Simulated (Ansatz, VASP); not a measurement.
# Pt: VASP beside Ansatz

INCAR

```
SYSTEM = Pt
PREC     = Accurate       ! precision mode
ENCUT    = 520            ! plane-wave cutoff, eV
EDIFF    = 1E-7           ! SCF threshold, eV
ISMEAR   = -1             ! smearing method
SIGMA    = 0.05           ! smearing width, eV
LREAL    = .False.        ! projectors in reciprocal space
LASPH    = .True.         ! aspherical terms in the spheres
NELM     = 100            ! most SCF steps
ALGO     = Normal         ! electronic algorithm
ISIF     = 2              ! what is computed and relaxed
LWAVE    = .False.        ! write WAVECAR
LCHARG   = .True.         ! write CHGCAR
GGA      = CA             ! functional
LELF     = .True.         ! ELF
LVHAR    = .True.       
NBANDS   = 11             ! bands
```

File KPOINTS:

```
regular mesh
0
Gamma
  17 17 17
  0 0 0
```

File POSCAR:

```
Pt
1.0
    0.0000000000      1.9469213646      1.9469213646
    1.9469213646      0.0000000000      1.9469213646
    1.9469213646      1.9469213646      0.0000000000
Pt
1
Direct
    0.0000000000      0.0000000000      0.0000000000
```

Input for Ansatz:

```yaml
crystal:
  lattice:
    - [0.0, 1.9469213646, 1.9469213646]
    - [1.9469213646, 0.0, 1.9469213646]
    - [1.9469213646, 1.9469213646, 0.0]
  atoms:
    - { symbol: Pt, position: [0.0, 0.0, 0.0] }
kpoints:
  mp_grid: { grid: [17, 17, 17] }
  band_path:
    path:
      - [0.0, 0.0, 0.0]
      - [0.5, 0.0, 0.5]
      - [0.625, 0.25, 0.625]
      - [0.375, 0.375, 0.75]
      - [0.0, 0.0, 0.0]
      - [0.5, 0.5, 0.5]
      - [0.5, 0.25, 0.75]
      - [0.5, 0.0, 0.5]
    npoints: 14
scf:
  occupations: { method: fermi_dirac, width: 0.05 }
hamiltonian:
  xc: lda
  pseudopotentials: { kind: all_electron, lapw: { basis_error: 0.001 } }
output:
  forces: true
  stress: true
  eigenvalues: true
  populations: true
  dos: { projected: true, de: 0.2, e_range: [-14, 8] }
```

Alike in both runs: task single point; functional LDA; k mesh 17 × 17 × 17; occupations fermi-dirac, width 0.05 eV; no spin polarisation.

|  | VASP | Ansatz |
| --- | --- | --- |
| version | VASP 6.6.1 | Ansatz 0.2.0 |
| potentials or method | VASP PAW LDA potentials, release 64 (Pt), cutoff 520 eV | all-electron LAPW, scalar-relativistic |

VASP gave:

- pressure (GPa): 0.8

Question: What did Ansatz give for the same quantities?

Answer: Pressure (GPa): 0.0.

LDA's correlation is that of Perdew and Zunger in VASP and of Perdew and Wang (1992) in Ansatz. Ansatz ran all-electron here, and VASP with PAW potentials.

Neither program's run includes spin-orbit coupling.
